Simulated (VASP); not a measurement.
Wanted: the native input for a VASP 6.6.1 run.

| Item | Value |
| --- | --- |
| Task | single point |
| Functional | PBEsol |
| Potentials or basis | VASP PAW PBE potentials, release 64 (Pt) |
| Cutoff | 520 eV |
| k mesh | 8 × 8 × 8 |
| Occupations | gaussian, width 0.1 eV |
| Spin | no spin polarisation |
| Dipole correction | no |
| Further INCAR settings | ALGO = Normal; EDIFF = 1e-06; NBANDS = 11 |

The structure of Pt lies in POSCAR:

```
Pt
1.0
    0.0000000000      1.9609000000      1.9609000000
    1.9609000000      0.0000000000      1.9609000000
    1.9609000000      1.9609000000      0.0000000000
Pt
1
Direct
    0.0000000000      0.0000000000      0.0000000000
```

The input as run:

INCAR

```
SYSTEM = Pt
PREC = Accurate
ENCUT = 520
EDIFF = 1E-6
ISMEAR = 0
SIGMA = 0.1
LREAL = .FALSE.
LASPH = .TRUE.
NELM = 80
ALGO = Normal
ISIF = 2
LWAVE = .FALSE.
LCHARG = .TRUE.
GGA = PS
LELF = .TRUE.
LVHAR = .TRUE.
NBANDS = 11
```

KPOINTS

```
Automatic mesh
0
G
  8 8 8
  0 0 0
```

Potentials or basis: VASP PAW PBE potentials, release 64 (Pt).

The run is started by

```sh
$ cat potpaw_PBE.64/Pt/POTCAR > POTCAR
$ mpirun -np 1 vasp_std > vasp.out
```

Results of the run:

```yaml
Pressure: -1.9 GPa
Band_gap_on_the_k_mesh: zero (band 5 reaches 11.56 eV, above the bottom of band 6 at 9.34 eV)
```

Caveat: the PAW data sets were made with another functional, which shifts forces and pressure a little; spin-orbit coupling is left out, which moves the levels of the heavy elements.

Wall time 6.2 s on 1 thread of AMD EPYC 9R45 96-Core Processor (Zen 5), with other jobs on the host, peak memory 0.11 GiB.
